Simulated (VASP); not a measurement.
# SiO2 (I-42d) in VASP: further runs, part 3 of 3

VASP 6.6.1. The steps go on from the part before.

### 6 Single point, PBEsol+D3(BJ)

This run uses another cell than the first one, of 14.91 Å³/atom.

File INCAR:

```
PREC = Accurate ; ENCUT = 520
EDIFF = 1E-6 ; ISMEAR = 0
SIGMA = 0.01 ; LREAL = F
LASPH = T ; NELM = 100
ALGO = Normal ; ISIF = 2
LWAVE = F ; LCHARG = F
GGA = PS ; IVDW = 12
NBANDS = 25
```

File KPOINTS:

```
regular mesh
0
Gamma
  6 6 6
```

File POSCAR:

```
SiO2
1.0
   -2.4206118211      2.4206118211      3.8174304071
    2.4206118211     -2.4206118211      3.8174304071
    2.4206118211      2.4206118211     -3.8174304071
Si O
2 4
Direct
    0.0000000000      0.0000000000      0.0000000000
    0.7500000000      0.2500000000      0.5000000000
    0.9983800000      0.6250000000      0.8733800000
    0.3750000000      0.2483800000      0.3733800000
    0.7516200000      0.1250000000      0.1266200000
    0.8750000000      0.0016200000      0.6266200000
```

Potentials or basis: VASP PAW PBE potentials, release 64 (Si, O).

Run with:

```bash
cat potpaw_PBE.64/Si/POTCAR potpaw_PBE.64/O/POTCAR > POTCAR
mpirun -np 1 vasp_std > vasp.out
```

OUTCAR:

```text
PREC = Accurate
   ENCUT = 520
   EDIFF = 1E-6
   ISMEAR = 0
   LREAL = F
   LASPH = T
   NELM = 100
   ISIF = 2
   GGA = PS
   IVDW = 12
 IVDW          = 12

 ion  position               nearest neighbor table
   1  0.000  0.000  0.000-   4 1.65   6 1.65   5 1.65   3 1.65   2 3.08   2 3.08   2 3.08   2 3.08

   2  0.750  0.250  0.500-   3 1.65   5 1.65   4 1.65   6 1.65   1 3.08   1 3.08   1 3.08   1 3.08

   3  0.998  0.625  0.873-   2 1.65   1 1.65
   4  0.375  0.248  0.373-   1 1.65   2 1.65
   5  0.752  0.125  0.127-   2 1.65   1 1.65
   6  0.875  0.002  0.627-   1 1.65   2 1.65

  LATTYP: Found a body centered tetragonal cell.
 ALAT       =     4.8412236422
 C/A-ratio  =     1.5770518733

  Lattice vectors:

 A1 = (  -2.4206118211,   2.4206118211,   3.8174304071)
 A2 = (   2.4206118211,  -2.4206118211,   3.8174304071)
 A3 = (   2.4206118211,   2.4206118211,  -3.8174304071)

Analysis of symmetry for initial positions (statically):
=====================================================================
 Subroutine PRICEL returns:
 Original cell was already a primitive cell.

[... 183 lines left out ...]
 cond. band min:       4.9979074338   @ k =   0.0000   0.0000   0.0000
 fundamental gap:      5.5657712176
 Fermi energy:        -0.5229555512

 k-point     1 :       0.0000    0.0000    0.0000
  band No.  band energies     occupation
      1     -19.3168      2.00000
      2     -17.3347      2.00000
      3     -17.3164      2.00000
      4     -17.3164      2.00000
      5      -9.2542      2.00000
      6      -5.7033      2.00000
[... 661 lines left out ...]
     24      12.1492      0.00000
     25      12.8846      0.00000

 [... further k-points ...]

------------------------ aborting loop because EDIFF is reached ----------------------------------------

 Edisp (eV)   -0.56175

 E8    (eV) :    -0.3140

  FORCE on cell =-STRESS in cart. coord.  units (eV):
  Direction    XX          YY          ZZ          XY          YZ          ZX
  --------------------------------------------------------------------------------------
  -------------------------------------------------------------------------------------
  Total      -4.28433    -4.28433    -5.51436     0.00000     0.00000     0.00000
  in kB     -76.72070   -76.72070   -98.74706     0.00000     0.00000     0.00000
  external pressure =      -84.06 kB  Pullay stress =        0.00 kB

 VOLUME and BASIS-vectors are now :
 -----------------------------------------------------------------------------
  energy-cutoff  :      520.00
  volume of cell :       89.47
      direct lattice vectors                 reciprocal lattice vectors
    -2.420611821  2.420611821  3.817430407     0.000000000  0.206559348  0.130978157
     2.420611821 -2.420611821  3.817430407     0.206559348  0.000000000  0.130978157
     2.420611821  2.420611821 -3.817430407     0.206559348  0.206559348  0.000000000

 POSITION                                       TOTAL-FORCE (eV/Angst)
 -----------------------------------------------------------------------------------
      0.00000      0.00000      0.00000        -0.000000      0.000000      0.000000
     -0.00000      2.42061      1.90872        -0.000000      0.000000     -0.000000
      1.21031      3.01792      2.86307         0.000000     -0.662562     -0.000000
      0.59731      1.21031      0.95436        -0.662562      0.000000     -0.000000
     -1.21031      1.82330      2.86307        -0.000000      0.662562      0.000000
     -0.59731      3.63092      0.95436         0.662562     -0.000000      0.000000
 -----------------------------------------------------------------------------------
    total drift:                               -0.000001     -0.000001     -0.000001

  FREE ENERGIE OF THE ION-ELECTRON SYSTEM (eV)
  ---------------------------------------------------
  free  energy   TOTEN  =       -49.7690499445 eV

  energy  without entropy=      -49.7690499445  energy(sigma->0) =      -49.76904994
```

OSZICAR:

```text
N       E                     dE             d eps       ncg     rms          rms(c)
DAV:   1     0.170629978528E+03    0.17063E+03   -0.15999E+04  1500   0.114E+03
DAV:   2    -0.427046314956E+02   -0.21333E+03   -0.20301E+03  2021   0.268E+02
DAV:   3    -0.546022941791E+02   -0.11898E+02   -0.11841E+02  2006   0.648E+01
DAV:   4    -0.547207932782E+02   -0.11850E+00   -0.11844E+00  1800   0.737E+00
DAV:   5    -0.547222456578E+02   -0.14524E-02   -0.14520E-02  2009   0.809E-01    0.187E+01
DAV:   6    -0.492420724041E+02    0.54802E+01   -0.17472E+01  1829   0.262E+01    0.945E+00
DAV:   7    -0.492215707510E+02    0.20502E-01   -0.57017E-01  1830   0.422E+00    0.343E+00
DAV:   8    -0.492019014060E+02    0.19669E-01   -0.29269E-02  1914   0.152E+00    0.123E+00
DAV:   9    -0.492056132061E+02   -0.37118E-02   -0.13114E-02  1671   0.897E-01    0.281E-01
DAV:  10    -0.492073072485E+02   -0.16940E-02   -0.23795E-03  1831   0.271E-01    0.778E-02
DAV:  11    -0.492072968094E+02    0.10439E-04   -0.56161E-04  1877   0.160E-01    0.258E-02
DAV:  12    -0.492073018359E+02   -0.50265E-05   -0.25688E-05  1892   0.328E-02    0.158E-02
DAV:  13    -0.492073047052E+02   -0.28694E-05   -0.87429E-06  1674   0.180E-02    0.315E-03
DAV:  14    -0.492073046652E+02    0.40084E-07   -0.87204E-07  1526   0.618E-03
   1 F= -.49769050E+02 E0= -.49769050E+02  d E =-.910485E-13
```

stdout:

```text
POSCAR found type information on POSCAR SiO
 POSCAR found :  2 types and       6 ions
 scaLAPACK will be used
 -----------------------------------------------------------------------------
|                                                                             |
|                                                                             |
|     You enforced a specific xc type in the INCAR file but a different       |
|     I HOPE YOU KNOW WHAT YOU ARE DOING!                                     |
|                                                                             |
 -----------------------------------------------------------------------------

 LDA part: xc-table for (Slater+PW92), standard interpolation
 POSCAR, INCAR and KPOINTS ok, starting setup
 FFT: planning ... GRIDC
 FFT: planning ... GRID_SOFT
 FFT: planning ... GRID
 WAVECAR not read
 entering main loop
```

It took 35 s on 1 thread of Intel Xeon 6975P-C (Granite Rapids), shared host; peak memory 0.25 GiB.

Results:

```yaml
Free_energy: -49.7690 eV
Pressure: -8.4 GPa
Largest_force: 0.663 eV/Å
Band_gap_on_the_k_mesh: 5.57 eV
Dispersion_energy_per_atom: -0.094 eV
```

Forces on the atoms (eV/Å):
```
Si   0.000  0.000  0.000
Si   0.000  0.000  0.000
O    0.000 -0.663  0.000
O   -0.663  0.000  0.000
O    0.000  0.663  0.000
O    0.663  0.000  0.000
```

Caveat: the cell stands under tension; the PAW data sets were made with another functional, which shifts forces and pressure a little.

### 7 Summary

```tsv
cell	gap on the mesh (eV)	pressure (GPa)	largest force (eV/Å)
a = 4.995 Å, angles 123.7, 123.7, 83.8°, 6 atoms	6.10	4.0	0.30
a = 5.029 Å, angles 123.7, 123.7, 83.8°, 6 atoms	5.97	0.4	0.03
a = 5.062 Å, angles 123.7, 123.7, 83.8°, 6 atoms	5.84	-2.8	0.22
a = 5.095 Å, angles 123.7, 123.7, 83.8°, 6 atoms	5.70	-5.8	0.45
a = 5.128 Å, angles 123.7, 123.7, 83.8°, 6 atoms	5.57	-8.4	0.66
```

Alike in all rows: task single point; level PBEsol+D3(BJ); potentials or basis VASP PAW PBE potentials, release 64 (Si, O); no spin polarisation; k mesh 6 × 6 × 6; cutoff (eV) 520; smearing gaussian 0.01 eV.

Caveats: the PAW data sets were made with another functional, which shifts forces and pressure a little; the cell stands under tension (at least some runs); the cell stands under pressure (at least some runs).

Absolute energies hang on the potentials; compare differences alone.
